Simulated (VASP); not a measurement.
# ZnO (I4/mmm) in VASP: notebook, part 2 of 2

VASP 6.6.1. Earlier steps stand in the parts before.

### Step 3. Single point, LDA (strain +0.025 along x and y, +0.050 along z)

File INCAR:

```
PREC = Accurate
ENCUT = 520
EDIFF = 1E-7
ISMEAR = 0
SIGMA = 0.05
LREAL = False
LASPH = True
NELM = 80
ALGO = Normal
ISIF = 2
LWAVE = False
LCHARG = False
NBANDS = 16
```

File KPOINTS:

```
Automatic mesh
0
Gamma
  12 12 12
```

File POSCAR:

```
ZnO
1.0
    0.0000000000      2.2236780500      2.2779141000
    2.2236780500      0.0000000000      2.2779141000
    2.2236780500      2.2236780500      0.0000000000
Zn O
1 1
Direct
    0.0000000000      0.0000000000      0.0000000000
    0.5000000000      0.5000000000      0.5000000000
```

Potentials or basis: VASP PAW LDA potentials, release 64 (Zn, O).

Started as:

```bash
cat potpaw_LDA.64/Zn/POTCAR potpaw_LDA.64/O/POTCAR > POTCAR
mpirun -np 1 vasp_std > vasp.out
```

OUTCAR:

```text
PREC = Accurate
   ENCUT = 520
   EDIFF = 1E-7
   ISMEAR = 0
   LREAL = False
   LASPH = True
   NELM = 80
   ISIF = 2

 ion  position               nearest neighbor table
   1  0.000  0.000  0.000-   2 2.22   2 2.22   2 2.22   2 2.22   2 2.28   2 2.28
   2  0.500  0.500  0.500-   1 2.22   1 2.22   1 2.22   1 2.22   1 2.28   1 2.28

  LATTYP: Found a body centered tetragonal cell.
 ALAT       =     3.1447556567
 C/A-ratio  =     1.4487065761

  Lattice vectors:

 A1 = (  -2.2236780500,   0.0000000000,   2.2779141000)
 A2 = (   2.2236780500,   0.0000000000,   2.2779141000)
 A3 = (   0.0000000000,   2.2236780500,  -2.2779141000)

Analysis of symmetry for initial positions (statically):
=====================================================================
 Subroutine PRICEL returns:
 Original cell was already a primitive cell.

 Routine SETGRP: Setting up the symmetry group for a
 body centered tetragonal supercell.

 Subroutine GETGRP returns: Found 16 space group operations
 (whereof 16 operations were pure point group operations)
 out of a pool of 16 trial point group operations.

[... 161 lines left out ...]

 E-fermi :   1.2826     XC(G=0): -12.0233

 val. band max:        1.1640588856   @ k =   0.5000  -0.0000   0.0000
 cond. band min:       1.3838580946   @ k =   0.0000   0.0000   0.0000
 fundamental gap:      0.2197992090
 Fermi energy:         1.2825604759

 k-point     1 :       0.0000    0.0000    0.0000
  band No.  band energies     occupation
      1     -16.0586      2.00000
      2      -3.7004      2.00000
      3      -3.6756      2.00000
      4      -3.6756      2.00000
      5      -3.5453      2.00000
      6      -3.5053      2.00000
[... 433 lines left out ...]
      3      -4.2219      2.00000
      4      -4.1862      2.00000
      5      -3.3895      2.00000
      6      -3.3680      2.00000
[... 8 lines left out ...]
     15      22.1824      0.00000
     16      23.4015      0.00000

 [... further k-points ...]

------------------------ aborting loop because EDIFF is reached ----------------------------------------

  FORCE on cell =-STRESS in cart. coord.  units (eV):
  Direction    XX          YY          ZZ          XY          YZ          ZX
  --------------------------------------------------------------------------------------
  -------------------------------------------------------------------------------------
  Total       -3.4762125     -3.4762125     -3.4089744      0.0000000      0.0000000     -0.0000000
  in kB     -247.2326059   -247.2326059   -242.4505465      0.0000000      0.0000000     -0.0000000
  external PRESSURE =    -245.6385861 kB  Pullay stress =       0.0000000 kB

 VOLUME and BASIS-vectors are now :
 -----------------------------------------------------------------------------
  energy-cutoff  :      520.00
  volume of cell :       22.53
      direct lattice vectors                 reciprocal lattice vectors
     0.000000000  2.223678050  2.277914100    -0.224852694  0.224852694  0.219499058
     2.223678050  0.000000000  2.277914100     0.224852694 -0.224852694  0.219499058
     2.223678050  2.223678050  0.000000000     0.224852694  0.224852694 -0.219499058

 POSITION                                       TOTAL-FORCE (eV/Angst)
 -----------------------------------------------------------------------------------
      0.00000      0.00000      0.00000         0.000000     -0.000000      0.000000
      2.22368      2.22368      2.27791        -0.000000      0.000000      0.000000
 -----------------------------------------------------------------------------------
    total drift:                                0.000000     -0.000000     -0.000000

  FREE ENERGIE OF THE ION-ELECTRON SYSTEM (eV)
  ---------------------------------------------------
  free  energy   TOTEN  =       -10.0320731651 eV

  energy  without entropy=      -10.0320725748  energy(sigma->0) =      -10.03207287
```

OSZICAR:

```text
N       E                     dE             d eps       ncg     rms          rms(c)
DAV:   1     0.918276022275E+02    0.91828E+02   -0.95953E+03  5384   0.165E+03
DAV:   2    -0.642087730049E+01   -0.98248E+02   -0.89677E+02  5784   0.293E+02
DAV:   3    -0.114598597235E+02   -0.50390E+01   -0.50185E+01  6056   0.673E+01
DAV:   4    -0.114851270033E+02   -0.25267E-01   -0.25266E-01  6408   0.483E+00
DAV:   5    -0.114852127854E+02   -0.85782E-04   -0.85782E-04  6224   0.260E-01    0.794E+00
DAV:   6    -0.101193435487E+02    0.13659E+01   -0.30155E+00  8152   0.552E+01    0.533E+00
DAV:   7    -0.100620094860E+02    0.57334E-01   -0.50590E-01  6144   0.117E+01    0.279E+00
DAV:   8    -0.100356578561E+02    0.26352E-01   -0.12446E-01  5576   0.315E+00    0.481E-01
DAV:   9    -0.100321055362E+02    0.35523E-02   -0.77258E-03  8008   0.116E+00    0.128E-01
DAV:  10    -0.100320787154E+02    0.26821E-04   -0.12194E-03  5488   0.276E-01    0.572E-02
DAV:  11    -0.100320732343E+02    0.54811E-05   -0.24962E-05  6584   0.470E-02    0.341E-03
DAV:  12    -0.100320731651E+02    0.69256E-07   -0.89526E-07  6488   0.104E-02
   1 F= -.10032073E+02 E0= -.10032073E+02  d E =-.590286E-06
```

stdout:

```text
POSCAR found type information on POSCAR ZnO
 POSCAR found :  2 types and       2 ions
 scaLAPACK will be used
 LDA part: xc-table for (Slater(with rela. corr.)+CA(PZ))
 , standard interpolation
 POSCAR, INCAR and KPOINTS ok, starting setup
 FFT: planning ... GRIDC
 FFT: planning ... GRID_SOFT
 FFT: planning ... GRID
 WAVECAR not read
 entering main loop
```

Wall time 56 s (1 thread of Intel Xeon 8259CL, shared host); peak memory 0.17 GiB.

What came out:

| Quantity | Value |
| --- | --- |
| Free energy | -10.0321 eV |
| Pressure | -24.6 GPa |
| Band gap on the k mesh | 0.22 eV (least direct gap 1.10 eV) |

Stress tensor (GPa, compression positive):
```
-24.72   0.00   0.00
  0.00 -24.72   0.00
  0.00   0.00 -24.25
```

Caveat: the cell differs from its parent crystal (strain +0.025 along x and y, +0.050 along z); the cell stands under tension. A k mesh can miss the band edges.

### Step 4. Single point, LDA (strain +0.050 along x and y, +0.025 along z)

File INCAR:

```
SYSTEM = ZnO
PREC = Accurate
ENCUT = 520
EDIFF = 1E-7
ISMEAR = 0
SIGMA = 0.05
LREAL = .FALSE.
LASPH = .TRUE.
NELM = 80
ALGO = Normal
ISIF = 2
LWAVE = .FALSE.
LCHARG = .TRUE.
LELF = .TRUE.
LVHAR = .TRUE.
NBANDS = 16
```

File KPOINTS:

```
Automatic mesh
0
G
  12 12 12
  0 0 0
```

File POSCAR:

```
ZnO
1.0
    0.0000000000      2.2779141000      2.2236780500
    2.2779141000      0.0000000000      2.2236780500
    2.2779141000      2.2779141000      0.0000000000
Zn O
1 1
Direct
    0.0000000000      0.0000000000      0.0000000000
    0.5000000000      0.5000000000      0.5000000000
```

Started as:

```bash
cat potpaw_LDA.64/Zn/POTCAR potpaw_LDA.64/O/POTCAR > POTCAR
mpirun -np 1 vasp_std > vasp.out
```

It took 55 s on 1 thread of Intel Xeon 8259CL, shared host; peak memory 0.17 GiB.

It converged, with:

| Property | Result |
| --- | --- |
| Free energy | -9.9452 eV |
| Pressure | -26.4 GPa |
| Band gap on the k mesh | 0.13 eV (least direct gap 0.98 eV) |

Stress tensor (GPa, compression positive):
```
-26.13   0.00   0.00
  0.00 -26.13   0.00
  0.00   0.00 -26.89
```

Levels at points of the mesh, in eV from the valence-band top:
```
           k point  band 7  band 8  band 9  band 10  band 11  band 12
(0.00, 0.00, 0.00)   -0.98   -0.85   -0.85     0.13    16.66    16.66
(0.50, 0.00, 0.00)   -3.63   -0.09    0.00     5.02     7.52    11.44
(0.50, 0.50, 0.00)   -4.25   -2.13   -2.13     3.26     9.71    10.60
(0.50, 0.00, 0.50)   -4.28   -2.17   -1.96     3.25     9.40    10.87
```

Caveat: the cell differs from its parent crystal (strain +0.050 along x and y, +0.025 along z); the cell stands under tension.

### Step 5. The runs side by side

| cell | gap on the mesh (eV) | pressure (GPa) |
| --- | --- | --- |
| a = 3.107, b = 3.107, c = 3.145 Å, angles 59.6, 59.6, 60.8°, 2 atoms | 0.42 | -19.9 |
| a = 3.183, b = 3.183, c = 3.145 Å, angles 60.4, 60.4, 59.2°, 2 atoms | 0.22 | -24.6 |
| a = 3.183, b = 3.183, c = 3.221 Å, angles 59.6, 59.6, 60.8°, 2 atoms | 0.13 | -26.4 |

Alike in all rows: task single point; level LDA; potentials or basis VASP PAW LDA potentials, release 64 (Zn, O); no spin polarisation; k mesh 12 × 12 × 12; cutoff (eV) 520; smearing gaussian 0.05 eV.

Caveats: the cell stands under tension.

Total energies depend on the potentials used, so only differences within one code and one set of settings carry meaning.
